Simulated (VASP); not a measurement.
Here is a VASP 6.6.1 calculation.

Contents of INCAR:

```
ALGO = Normal
EDIFF = 1E-8
ENCUT = 600
IBRION = 6
ISIF = 3
ISMEAR = 0
LASPH = T
LCHARG = F
LREAL = F
LWAVE = F
NBANDS = 12
NELM = 80
NFREE = 2
NSW = 1
POTIM = 0.015
PREC = Accurate
SIGMA = 0.01
```

KPOINTS

```
k-points
0
Gamma
  8 8 8
```

The input POSCAR:

```
LiCl
1.0
    0.0000000000      2.5603000000      2.5603000000
    2.5603000000      0.0000000000      2.5603000000
    2.5603000000      2.5603000000      0.0000000000
Li Cl
1 1
Direct
    0.0000000000      0.0000000000      0.0000000000
    0.5000000000      0.5000000000      0.5000000000
```

Potentials or basis: VASP PAW LDA potentials, release 64 (Li_sv, Cl).

The run is started by

```sh
$ cat potpaw_LDA.64/Li_sv/POTCAR potpaw_LDA.64/Cl/POTCAR > POTCAR
$ mpirun -np 1 vasp_std > vasp.out
```

(1) Estimate the elastic constants C11, C12, C44.

(2) Predict the Voigt bulk modulus.

(3) What does it give for the highest phonon frequency at Γ, LO-TO splitting left out?

## Answers

(1) 49, 20, 24 GPa.

(2) 30 GPa.

(3) 165 cm⁻¹.

Caveat: the cell is under stress, which shifts elastic constants; the cutoff is under 1.25 times the usual one of these potentials, so pressure, stress and relaxed cells hold a basis-set (Pulay) error.
